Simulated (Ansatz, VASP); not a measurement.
In3Se in VASP and in Ansatz

```
In Se
1.0
     3.95209    0.00000    0.00000
    -1.97604    3.42261    0.00000
     0.00000    0.00000    8.44425
In Se
3 1
Cartesian
  0.0000 0.0000 4.2221
  0.0000 2.2817 1.8509
  1.9760 1.1409 6.5934
  0.0000 0.0000 0.0000
```

Alike in both runs: functional PBE; k mesh 6 × 6 × 4; occupations gaussian, width 0.1 eV; no spin polarisation.

Ansatz relaxed the structure, and its values are those at the end. VASP's run is a single point on that final structure, the one shown.

|  | VASP | Ansatz |
| --- | --- | --- |
| version | VASP 6.6.1 | Ansatz 0.2.0 |
| potentials or method | VASP PAW PBE potentials, release 64 (In_d, Se), cutoff 520 eV | scalar-relativistic, plane waves, PAW |
| valence electrons in the cell | 45 | 55 |

Ansatz gave:

| Quantity | Value |
| --- | --- |
| gap on the k mesh at the Fermi level (eV) | none |
| pressure (GPa) | 0.1 |
| rms of the force components (eV/Å) | 0.007 |

Task: What did VASP give for the same quantities?

Result: gap on the k mesh at the Fermi level (eV): none; pressure (GPa): 0.1; rms of the force components (eV/Å): 0.010.

A gap of «none» marks a metal or a gap that the smearing closes. VASP's potentials hold 45 valence electrons a cell and Ansatz's 55, so a difference there can come from the potentials and not from the codes.
